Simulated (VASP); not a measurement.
GdCu, 2 atoms in the cell. Symmetry: Pm-3m, No. 221, cubic system. Conventional cell: a = 3.502 Å, b = 3.502 Å, c = 3.502 Å, α = 90.00°, β = 90.00°, γ = 90.00°. Within 4.0 Å of Gd (site symmetry m-3m) lie 8 Cu at 3.03 Å and 6 Gd at 3.50 Å. Cu (site symmetry m-3m) has 8 Gd at 3.03 Å and 6 Cu at 3.50 Å within 4.0 Å. 

* Program: VASP 6.6.1
* Task: single point
* Functional: PBEsol
* Potentials or basis: VASP PAW PBE potentials, release 64 (Gd, Cu)
* Cutoff: 520 eV
* k mesh: 6 × 6 × 6
* Occupations: fermi-dirac, width 0.1 eV
* Spin: collinear spin, ferromagnetic start
* Starting moments: [7.0, 0.0] μB
* Dipole correction: no
* Further INCAR settings: ALGO = Normal; EDIFF = 1e-07; NBANDS = 26

Potentials or basis: VASP PAW PBE potentials, release 64 (Gd, Cu).

The run is started by

```bash
$ cat potpaw_PBE.64/Gd/POTCAR potpaw_PBE.64/Cu/POTCAR > POTCAR
$ mpirun -np 1 vasp_std > vasp.out
```

Hardware: 1 thread of Intel(R) Xeon(R) Platinum 8488C (Sapphire Rapids), on a shared host.

Question: Estimate the wall time of this run.

Answer: Wall time 68 s on 1 thread of Intel(R) Xeon(R) Platinum 8488C (Sapphire Rapids), on a shared host, peak memory 0.2 GiB. Counts: scf iterations 23, k points 20.
